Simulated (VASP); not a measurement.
Wanted: the native input for a VASP 6.6.1 run.

```yaml
Task: single point
Functional: HSE06
Potentials_or_basis: VASP PAW PBE potentials, release 64 (Si)
Cutoff: 400 eV
k_mesh: 1 × 1 × 1
Occupations: fermi-dirac, width 0.026 eV
Spin: no spin polarisation
Dipole_correction: no
Grid_for_exact_exchange_PRECFOCK: Fast
Further_INCAR_settings: LREAL = Auto; ALGO = Normal; EDIFF = 1e-06; NBANDS = 86
Share_of_exact_exchange: 0.25
Screening_parameter: 0.2079 1/Å
```

Si:

```
CELL_PARAMETERS angstrom
10.86000 0.00000 0.00000
0.00000 10.86000 0.00000
0.00000 0.00000 5.43000
ATOMIC_POSITIONS crystal
Si 0.00181 0.00356 0.00870
Si 0.00652 0.25353 0.51244
Si 0.24306 0.99949 0.51306
Si 0.25219 0.25591 0.98860
Si 0.12454 0.12127 0.25129
Si 0.12609 0.36783 0.74165
Si 0.37175 0.13113 0.75783
Si 0.36998 0.37938 0.23936
Si 0.00173 0.49450 0.98532
Si 0.00547 0.74572 0.49162
Si 0.25711 0.50549 0.49379
Si 0.25680 0.75058 0.00524
Si 0.12065 0.63150 0.25562
Si 0.13187 0.88080 0.74407
Si 0.37295 0.62008 0.73956
Si 0.36859 0.87207 0.25304
Si 0.49268 0.00262 0.99522
Si 0.49720 0.25469 0.49943
Si 0.74729 0.99972 0.50603
Si 0.74347 0.25700 0.98594
Si 0.62868 0.13008 0.23580
Si 0.62924 0.37303 0.75231
Si 0.86777 0.11832 0.74060
Si 0.88171 0.37053 0.25754
Si 0.50633 0.50651 0.99541
Si 0.49786 0.75036 0.50812
Si 0.74423 0.50366 0.50876
Si 0.75530 0.74317 0.01314
Si 0.61898 0.62265 0.25327
Si 0.63116 0.87264 0.76250
Si 0.87567 0.62224 0.74460
Si 0.87025 0.86879 0.23965
```

One way to write it, as run:

POSCAR

```
Si
1.0
   10.8600000000      0.0000000000      0.0000000000
    0.0000000000     10.8600000000      0.0000000000
    0.0000000000      0.0000000000      5.4300000000
Si
32
Direct
    0.0018100000      0.0035600000      0.0087000000
    0.0065200000      0.2535300000      0.5124400000
    0.2430600000      0.9994900000      0.5130600000
    0.2521900000      0.2559100000      0.9886000000
    0.1245400000      0.1212700000      0.2512900000
    0.1260900000      0.3678300000      0.7416500000
    0.3717500000      0.1311300000      0.7578300000
    0.3699800000      0.3793800000      0.2393600000
    0.0017300000      0.4945000000      0.9853200000
    0.0054700000      0.7457200000      0.4916200000
    0.2571100000      0.5054900000      0.4937900000
    0.2568000000      0.7505800000      0.0052400000
    0.1206500000      0.6315000000      0.2556200000
    0.1318700000      0.8808000000      0.7440700000
    0.3729500000      0.6200800000      0.7395600000
    0.3685900000      0.8720700000      0.2530400000
    0.4926800000      0.0026200000      0.9952200000
    0.4972000000      0.2546900000      0.4994300000
    0.7472900000      0.9997200000      0.5060300000
    0.7434700000      0.2570000000      0.9859400000
    0.6286800000      0.1300800000      0.2358000000
    0.6292400000      0.3730300000      0.7523100000
    0.8677700000      0.1183200000      0.7406000000
    0.8817100000      0.3705300000      0.2575400000
    0.5063300000      0.5065100000      0.9954100000
    0.4978600000      0.7503600000      0.5081200000
    0.7442300000      0.5036600000      0.5087600000
    0.7553000000      0.7431700000      0.0131400000
    0.6189800000      0.6226500000      0.2532700000
    0.6311600000      0.8726400000      0.7625000000
    0.8756700000      0.6222400000      0.7446000000
    0.8702500000      0.8687900000      0.2396500000
```

INCAR.step1

```
SYSTEM = Si
PREC = Accurate
ENCUT = 400
EDIFF = 1E-5
ISMEAR = -1
SIGMA = 0.026
LREAL = Auto
LASPH = .TRUE.
NELM = 120
ALGO = Normal
ISIF = 2
LWAVE = .TRUE.
LCHARG = .FALSE.
NBANDS = 86
GGA = PE
GGA_COMPAT = .FALSE.
```

INCAR.step2

```
SYSTEM = Si
PREC = Accurate
ENCUT = 400
EDIFF = 1E-6
ISMEAR = -1
SIGMA = 0.026
LREAL = Auto
LASPH = .TRUE.
NELM = 120
ALGO = Normal
ISIF = 2
LWAVE = .FALSE.
LCHARG = .FALSE.
GGA = PE
LHFCALC = .TRUE.
HFSCREEN = 0.2079
PRECFOCK = Fast
NBANDS = 86
ISTART = 1
GGA_COMPAT = .FALSE.
```

KPOINTS

```
Automatic mesh
0
G
  1 1 1
  0 0 0
```

Potentials or basis: VASP PAW PBE potentials, release 64 (Si).

Command:

```sh
$ cat potpaw_PBE.64/Si/POTCAR > POTCAR
$ cp INCAR.step1 INCAR
$ mpirun -np 1 vasp_gam > vasp.out
$ cp INCAR.step2 INCAR
$ mpirun -np 1 vasp_gam > vasp.out
```

Results of the run:

```json
{"Pressure": "2.0 GPa", "Largest force": "3.013 eV/Å", "Band gap on the k mesh": "0.96 eV"}
```

Caveat: the k points lie up to 1.16 Å⁻¹ apart, too coarse for converged energies, forces and pressures; the PAW data sets were made with another functional, which shifts forces and pressure a little.

Wall time 5.5 min on 1 thread of Intel Xeon 8259CL, on a shared host, peak memory 0.57 GiB.
